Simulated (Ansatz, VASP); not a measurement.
**WC: VASP beside Ansatz**

```
CELL_PARAMETERS angstrom
2.92266 0.00000 0.00000
-1.46133 2.53110 0.00000
0.00000 0.00000 2.84639
ATOMIC_POSITIONS crystal
W 0.00000 0.00000 0.00000
C 0.33333 0.66667 0.50000
```

Alike in both runs: functional PBE; k mesh 9 × 9 × 8; occupations gaussian, width 0.1 eV; no spin polarisation.

Ansatz relaxed the structure, and its values are those at the end. VASP's run is a single point on that final structure, the one shown.

```csv
,VASP,Ansatz
version,VASP 6.6.1,Ansatz 0.2.0
potentials or method,"VASP PAW PBE potentials, release 64 (W_sv, C), cutoff 520 eV","scalar-relativistic, plane waves, PAW"
valence electrons in the cell,18,18
```

Ansatz gave:

- gap on the k mesh at the Fermi level (eV): none
- pressure (GPa): 0.0

**Question.** Which values does VASP return?

**Answer.** gap on the k mesh at the Fermi level (eV): none; pressure (GPa): 1.0.

A gap of «none» marks a metal or a gap that the smearing closes.

Neither program's run includes spin-orbit coupling.
